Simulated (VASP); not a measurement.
A run of VASP 6.6.1 is set up as follows.

INCAR

```
SYSTEM = PtSeS4
ALGO     = Normal         ! electronic algorithm
EDIFF    = 1E-6           ! SCF threshold, eV
ENCUT    = 520            ! plane-wave cutoff, eV
GGA      = PE             ! functional
ISIF     = 2              ! what is computed and relaxed
ISMEAR   = 0              ! smearing method
LASPH    = .True.         ! aspherical terms in the spheres
LCHARG   = .False.        ! write CHGCAR
LREAL    = .False.        ! projectors in reciprocal space
LWAVE    = .False.        ! write WAVECAR
NBANDS   = 52             ! bands
NELM     = 60             ! most SCF steps
PREC     = Accurate       ! precision mode
SIGMA    = 0.1            ! smearing width, eV
```

File KPOINTS:

```
k-points
0
Gamma
  4 2 1
  0 0 0
```

The input POSCAR:

```
PtSeS4
1.0
    3.6458211584     -0.0004427581     -0.0004314037
   -0.0005324631      6.2451671547      0.1030248255
   -0.0011631395      0.2207109998     13.1373840422
Pt Se S
2 2 8
Direct
   -0.0122518116     -0.0158683597      0.4962164971
    0.4879774334      0.4841416261      0.4962207562
   -0.0448524916      0.0159632221      0.0040095104
    0.5695932140      0.5159724272      0.0035302382
    0.4876848123      0.1437105256      0.5878154138
   -0.0117131018      0.6436868960      0.5878199483
    0.5841331248      0.1798424945      0.1167381247
   -0.0600484124      0.6794752864      0.1165425483
   -0.0603688811      0.3517156886      0.8907974082
    0.5843927210      0.8521223781      0.8910305789
   -0.0117805795      0.3246043351      0.4046411388
    0.4872339724      0.8246334799      0.4046378370
```

Potentials or basis: VASP PAW PBE potentials, release 64 (Pt, Se, S).

The run is started by

```sh
$ cat potpaw_PBE.64/Pt/POTCAR potpaw_PBE.64/Se/POTCAR potpaw_PBE.64/S/POTCAR > POTCAR
$ mpirun -np 1 vasp_std > vasp.out
```

Q: Predict the pressure.

A: -0.2 GPa.

Q: Estimate the largest force.

A: 0.038 eV/Å.

Q: Estimate the band gap on the k mesh.

A: 1.49 eV (least direct gap 1.56 eV).

Forces in eV/Å, atoms in the order of the input:
```
Pt   0.001  0.001  0.002
Pt  -0.001 -0.001  0.000
Se  -0.017  0.000 -0.002
Se   0.002  0.000 -0.001
S   -0.001  0.001 -0.033
S   -0.002  0.003 -0.033
S    0.018 -0.002 -0.016
S   -0.008  0.009 -0.007
S   -0.011 -0.004  0.008
S    0.016 -0.007  0.007
S   -0.002  0.002  0.038
S    0.004  0.000  0.037
```

Caveat: the k points lie up to 0.50 Å⁻¹ apart; spin-orbit coupling is left out, which moves the levels of the heavy elements; an odd mesh through Γ misses points on the zone boundary, where band edges can lie.
